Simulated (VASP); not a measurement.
# Ru: single point with PBEsol+D3(BJ)

Ru:

```
Ru
1.0
     2.66952    0.00000    0.00000
    -1.33476    2.31187    0.00000
     0.00000    0.00000    4.22750
Ru
2
Direct
  0.66667 0.33333 0.75000
  0.33333 0.66667 0.25000
```

```json
{
  "Program": "VASP 6.6.1",
  "Task": "single point",
  "Functional": "PBEsol",
  "Dispersion": "D3(BJ)",
  "Potentials or basis": "VASP PAW PBE potentials, release 64 (Ru_pv)",
  "Cutoff": "520 eV",
  "k mesh": "11 × 11 × 6",
  "Occupations": "fermi-dirac, width 0.05 eV",
  "Spin": "no spin polarisation"
}
```

| Quantity | Value |
| --- | --- |
| Pressure | 0.0 GPa |
| Band gap on the k mesh | zero (band 14 reaches 15.05 eV, above the bottom of band 15 at 11.78 eV) |
| Dispersion energy per atom | -0.619 eV |

Levels at points of the mesh, in eV from the Fermi level:
| k point | band 10 | band 11 | band 12 | band 13 | band 14 | band 15 | band 16 | band 17 | band 18 | band 19 |
| --- | --- | --- | --- | --- | --- | --- | --- | --- | --- | --- |
| (0.00, 0.00, 0.00) | -2.70 | -2.51 | -1.97 | -1.97 | -1.40 | -1.40 | 1.34 | 1.34 | 1.35 | 10.28 |
| (0.00, 0.00, 0.50) | -2.87 | -2.87 | -2.87 | -2.80 | -2.80 | 0.67 | 0.67 | 0.67 | 0.67 | 10.31 |

Wall time 13 s on 1 thread of Intel(R) Xeon(R) 6975P-C (Granite Rapids), with other jobs on the host, peak memory 0.16 GiB.

Caveat: the PAW data sets were made with another functional, which shifts forces and pressure a little; pairwise dispersion overbinds metals, which lowers pressure and volume.
